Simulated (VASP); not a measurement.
# GaN in VASP: further runs, part 2 of 2

VASP 6.6.1. The steps go on from the part before.

## Step 3: Single point, r2SCAN (epitaxial xy strain -4.0%)

The input, POSCAR:

```
GaN
1.0
    0.0000000000      2.0241746275      2.2029881915
    2.0241746275      0.0000000000      2.2029881915
    2.0241746275      2.0241746275      0.0000000000
Ga N
1 1
Direct
    0.0000000000      0.0000000000      0.0000000000
    0.5000000000      0.5000000000      0.5000000000
```

The input, INCAR.step1:

```
ALGO = Normal
EDIFF = 1E-5
ENCUT = 910
GGA = PE
GGA_COMPAT = F
ISMEAR = 0
LASPH = T
LCHARG = F
LREAL = F
LWAVE = T
NBANDS = 16
NELM = 120
PREC = Accurate
SIGMA = 0.01
```

The input, INCAR.step2:

```
ALGO = Normal
EDIFF = 1E-6
ENCUT = 910
GGA_COMPAT = F
ISIF = 2
ISMEAR = 0
ISTART = 1
LASPH = T
LCHARG = F
LMIXTAU = T
LREAL = F
LWAVE = F
METAGGA = R2SCAN
NBANDS = 16
NELM = 120
PREC = Accurate
SIGMA = 0.01
```

The input, KPOINTS:

```
k-points
0
Gamma
  10 10 10
```

Potentials or basis: VASP PAW PBE potentials, release 64 (Ga_d, N_h).

On the command line:

```sh
$ cat potpaw_PBE.64/Ga_d/POTCAR potpaw_PBE.64/N_h/POTCAR > POTCAR
$ cp INCAR.step1 INCAR
$ mpirun -np 1 vasp_std > vasp.out
$ cp INCAR.step2 INCAR
$ mpirun -np 1 vasp_std > vasp.out
```

OUTCAR:

```text
EDIFF = 1E-6
   ENCUT = 910
   ISIF = 2
   ISMEAR = 0
   ISTART = 1
   LASPH = T
   LREAL = F
   METAGGA = R2SCAN
   NELM = 120
   PREC = Accurate

 ion  position               nearest neighbor table
   1  0.000  0.000  0.000-   2 2.02   2 2.02   2 2.02   2 2.02   2 2.20   2 2.20
   2  0.500  0.500  0.500-   1 2.02   1 2.02   1 2.02   1 2.02   1 2.20   1 2.20

  LATTYP: Found a body centered tetragonal cell.
 ALAT       =     2.8626152108
 C/A-ratio  =     1.5391437754

  Lattice vectors:

 A1 = (  -2.0241746275,   0.0000000000,   2.2029881915)
 A2 = (   2.0241746275,   0.0000000000,   2.2029881915)
 A3 = (   0.0000000000,   2.0241746275,  -2.2029881915)

Analysis of symmetry for initial positions (statically):
=====================================================================
 Subroutine PRICEL returns:
 Original cell was already a primitive cell.

 Routine SETGRP: Setting up the symmetry group for a
 body centered tetragonal supercell.

 Subroutine GETGRP returns: Found 16 space group operations
 (whereof 16 operations were pure point group operations)
 out of a pool of 16 trial point group operations.

The static configuration has the point symmetry D_4h.
[... 161 lines left out ...]

 E-fermi :   8.8671     XC(G=0): -14.4409

 val. band max:        8.7802809148   @ k =  -0.2000   0.2000   0.0000
 cond. band min:       9.8098807622   @ k =   0.5000   0.0000   0.5000
 fundamental gap:      1.0295998474
 Fermi energy:         8.8671241784

 k-point     1 :       0.0000    0.0000    0.0000
  band No.  band energies     occupation
      1      -9.9870      2.00000
      2      -5.8022      2.00000
      3      -5.7461      2.00000
      4      -5.7458      2.00000
      5      -5.7363      2.00000
      6      -5.6275      2.00000
[... 433 lines left out ...]
      3      -5.6187      2.00000
      4      -5.5856      2.00000
      5      -5.5246      2.00000
      6      -4.7634      2.00000
[... 8 lines left out ...]
     15      35.7780      0.00000
     16      35.8273      0.00000

 [... further k-points ...]

------------------------ aborting loop because EDIFF is reached ----------------------------------------

  FORCE on cell =-STRESS in cart. coord.  units (eV):
  Direction    XX          YY          ZZ          XY          YZ          ZX
  --------------------------------------------------------------------------------------
  -------------------------------------------------------------------------------------
  Total        2.4221430      2.4221430      0.0822782      0.0000000     -0.0000000     -0.0000000
  in kB      214.9672253    214.9672253      7.3022633      0.0000000     -0.0000000     -0.0000000
  external PRESSURE =     145.7455713 kB  Pullay stress =       0.0000000 kB

 VOLUME and BASIS-vectors are now :
 -----------------------------------------------------------------------------
  energy-cutoff  :      910.00
  volume of cell :       18.05
      direct lattice vectors                 reciprocal lattice vectors
     0.000000000  2.024174627  2.202988191    -0.247014261  0.247014261  0.226964449
     2.024174627  0.000000000  2.202988191     0.247014261 -0.247014261  0.226964449
     2.024174627  2.024174627  0.000000000     0.247014261  0.247014261 -0.226964449

 POSITION                                       TOTAL-FORCE (eV/Angst)
 -----------------------------------------------------------------------------------
      0.00000      0.00000      0.00000         0.000000     -0.000000     -0.000000
      2.02417      2.02417      2.20299         0.000000      0.000000      0.000000
 -----------------------------------------------------------------------------------
    total drift:                               -0.000000      0.000000      0.000000

  FREE ENERGIE OF THE ION-ELECTRON SYSTEM (eV)
  ---------------------------------------------------
  free  energy   TOTEN  =       -20.8814921281 eV

  energy  without entropy=      -20.8814921281  energy(sigma->0) =      -20.88149213
```

OUTCAR.step1:

```text
EDIFF = 1E-5
   ENCUT = 910
   GGA = PE
   ISMEAR = 0
   LASPH = T
[... 678 lines left out ...]
 -----------------------------------------------------------------------------------
      0.00000      0.00000      0.00000         0.000000      0.000000      0.000000
      2.02417      2.02417      2.20299        -0.000000     -0.000000     -0.000000
 -----------------------------------------------------------------------------------
    total drift:                               -0.000000      0.000000      0.000000

  FREE ENERGIE OF THE ION-ELECTRON SYSTEM (eV)
  ---------------------------------------------------
  free  energy   TOTEN  =       -11.0636398855 eV

  energy  without entropy=      -11.0636398855  energy(sigma->0) =      -11.06363989
```

OSZICAR.step1:

```text
N       E                     dE             d eps       ncg     rms          rms(c)
DAV:   1     0.109569522531E+03    0.10957E+03   -0.12476E+04  3664   0.298E+03
DAV:   2    -0.423940337728E+01   -0.11381E+03   -0.10476E+03  3928   0.434E+02
DAV:   3    -0.128641568583E+02   -0.86248E+01   -0.85476E+01  3600   0.872E+01
DAV:   4    -0.129788509364E+02   -0.11469E+00   -0.11465E+00  4136   0.100E+01
DAV:   5    -0.129802010154E+02   -0.13501E-02   -0.13501E-02  4000   0.995E-01    0.751E+00
DAV:   6    -0.110899916682E+02    0.18902E+01   -0.43981E+00  4648   0.420E+01    0.178E+00
DAV:   7    -0.110778889263E+02    0.12103E-01   -0.22118E-01  3840   0.475E+00    0.117E+00
DAV:   8    -0.110647068768E+02    0.13182E-01   -0.28397E-02  3928   0.256E+00    0.233E-01
DAV:   9    -0.110636275311E+02    0.10793E-02   -0.45749E-03  4232   0.196E+00    0.735E-02
DAV:  10    -0.110636302683E+02   -0.27372E-05   -0.35791E-04  4384   0.266E-01    0.153E-02
DAV:  11    -0.110636398855E+02   -0.96172E-05   -0.26783E-05  3696   0.573E-02
   1 F= -.11063640E+02 E0= -.11063640E+02  d E =-.150311-120
```

Wall time 4 min (1 thread of Intel Xeon Platinum 8488C (Sapphire Rapids), shared host); peak memory 0.22 GiB.

What came out:

| Item | Value |
| --- | --- |
| Free energy | -20.8815 eV |
| Pressure | 14.6 GPa |
| Band gap on the k mesh | 1.03 eV (least direct gap 3.56 eV) |

Caveat: the cell differs from its parent crystal (epitaxial xy strain -4.0%); the cutoff is under 1.25 times the usual one of these potentials, so pressure, stress and relaxed cells hold a basis-set (Pulay) error; the cell stands under pressure; the PAW data sets were made with another functional, which shifts forces and pressure a little. A k mesh can miss the band edges.

## Step 4: Single point, r2SCAN (shear xy strain -0.5%)

The input, POSCAR:

```
GaN
1.0
   -0.0052712881      2.1085152370      2.1085152370
    2.1085152370     -0.0052712881      2.1085152370
    2.1032439489      2.1032439489      0.0000000000
Ga N
1 1
Direct
    0.0000000000      0.0000000000      0.0000000000
    0.5000000000      0.5000000000      0.5000000000
```

The input, INCAR.step1:

```
SYSTEM = GaN
  PREC = Accurate
  ENCUT = 910
  ISMEAR = 0
  SIGMA = 0.01
  LREAL = .FALSE.
  LASPH = .TRUE.
  NELM = 120
  NBANDS = 16
  GGA = PE
  ALGO = Normal
  EDIFF = 1E-5
  LWAVE = .TRUE.
  LCHARG = .FALSE.
  GGA_COMPAT = .FALSE.
```

The input, INCAR.step2:

```
SYSTEM = GaN
  PREC = Accurate
  ENCUT = 910
  EDIFF = 1E-6
  ISMEAR = 0
  SIGMA = 0.01
  LREAL = .FALSE.
  LASPH = .TRUE.
  NELM = 120
  ALGO = Normal
  ISIF = 2
  LWAVE = .FALSE.
  LCHARG = .FALSE.
  METAGGA = R2SCAN
  LMIXTAU = .TRUE.
  NBANDS = 16
  ISTART = 1
  GGA_COMPAT = .FALSE.
```

The input, KPOINTS:

```
Automatic mesh
0
G
  10 10 10
  0 0 0
```

Potentials or basis: VASP PAW PBE potentials, release 64 (Ga_d, N_h).

On the command line:

```sh
$ cat potpaw_PBE.64/Ga_d/POTCAR potpaw_PBE.64/N_h/POTCAR > POTCAR
$ cp INCAR.step1 INCAR
$ mpirun -np 1 vasp_std > vasp.out
$ cp INCAR.step2 INCAR
$ mpirun -np 1 vasp_std > vasp.out
```

OUTCAR:

```text
SYSTEM = GaN
   PREC = Accurate
   ENCUT = 910
   EDIFF = 1E-6
   ISMEAR = 0
   LREAL = .FALSE.
   LASPH = .TRUE.
   NELM = 120
   ISIF = 2
   METAGGA = R2SCAN
   ISTART = 1

 ion  position               nearest neighbor table
   1  0.000  0.000  0.000-   2 2.11   2 2.11   2 2.11   2 2.11   2 2.11   2 2.11
   2  0.500  0.500  0.500-   1 2.11   1 2.11   1 2.11   1 2.11   1 2.11   1 2.11

  LATTYP: Found a body centered orthorhombic cell.
 ALAT       =     2.9744361175
 B/A-ratio  =     1.0050125313
 C/A-ratio  =     1.4177579573

  Lattice vectors:
[... 646 lines left out ...]

  FORCE on cell =-STRESS in cart. coord.  units (eV):
  Direction    XX          YY          ZZ          XY          YZ          ZX
  --------------------------------------------------------------------------------------
  -------------------------------------------------------------------------------------
  Total        0.1109462      0.1109462      0.1098797      0.1384518      0.0000000      0.0000000
  in kB        9.4812516      9.4812516      9.3901073     11.8318212      0.0000000      0.0000000
  external PRESSURE =       9.4508702 kB  Pullay stress =       0.0000000 kB

 VOLUME and BASIS-vectors are now :
 -----------------------------------------------------------------------------
  energy-cutoff  :      910.00
  volume of cell :       18.75
      direct lattice vectors                 reciprocal lattice vectors
    -0.005271288  2.108515237  2.108515237    -0.236542335  0.236542335  0.237133691
     2.108515237 -0.005271288  2.108515237     0.236542335 -0.236542335  0.237133691
     2.103243949  2.103243949  0.000000000     0.237728011  0.237728011 -0.237133691

 POSITION                                       TOTAL-FORCE (eV/Angst)
 -----------------------------------------------------------------------------------
      0.00000      0.00000      0.00000        -0.000000     -0.000000      0.000000
      2.10324      2.10324      2.10852         0.000000      0.000000     -0.000000
 -----------------------------------------------------------------------------------
    total drift:                               -0.000000      0.000000      0.000000

  FREE ENERGIE OF THE ION-ELECTRON SYSTEM (eV)
  ---------------------------------------------------
  free  energy   TOTEN  =       -20.9752148201 eV

  energy  without entropy=      -20.9752148201  energy(sigma->0) =      -20.97521482
```

Wall time 6.9 min (1 thread of Intel Xeon Platinum 8259CL at 2.50GHz (Skylake/Cascade Lake), shared host); peak memory 0.26 GiB.

What came out:

| Property | Result |
| --- | --- |
| Free energy | -20.9752 eV |
| Pressure | 0.9 GPa |
| Band gap on the k mesh | 1.16 eV (least direct gap 3.37 eV) |

Caveat: the cell differs from its parent crystal (shear xy strain -0.5%); the cutoff is under 1.25 times the usual one of these potentials, so pressure, stress and relaxed cells hold a basis-set (Pulay) error; the PAW data sets were made with another functional, which shifts forces and pressure a little. A k mesh can miss the band edges.

## Step 5: Overview

| cell | gap on the mesh (eV) | pressure (GPa) |
| --- | --- | --- |
| a = 2.982 Å, angles 60.0°, 2 atoms | 1.18 | 1.0 |
| a = 2.992, b = 2.992, c = 2.863 Å, angles 61.4, 61.4, 57.2°, 2 atoms | 1.03 | 14.6 |
| a = 2.982, b = 2.982, c = 2.974 Å, angles 60.1, 60.1, 60.2°, 2 atoms | 1.16 | 0.9 |

Alike in all rows: task single point; level r2SCAN; potentials or basis VASP PAW PBE potentials, release 64 (Ga_d, N_h); no spin polarisation; k mesh 10 × 10 × 10; cutoff (eV) 910; smearing gaussian 0.01 eV.

Caveats: the cutoff is under 1.25 times the usual one of these potentials, so pressure, stress and relaxed cells hold a basis-set (Pulay) error; the PAW data sets were made with another functional, which shifts forces and pressure a little; the cell stands under pressure (at least some runs).

Total energies depend on the potentials used, so only differences within one code and one set of settings carry meaning.
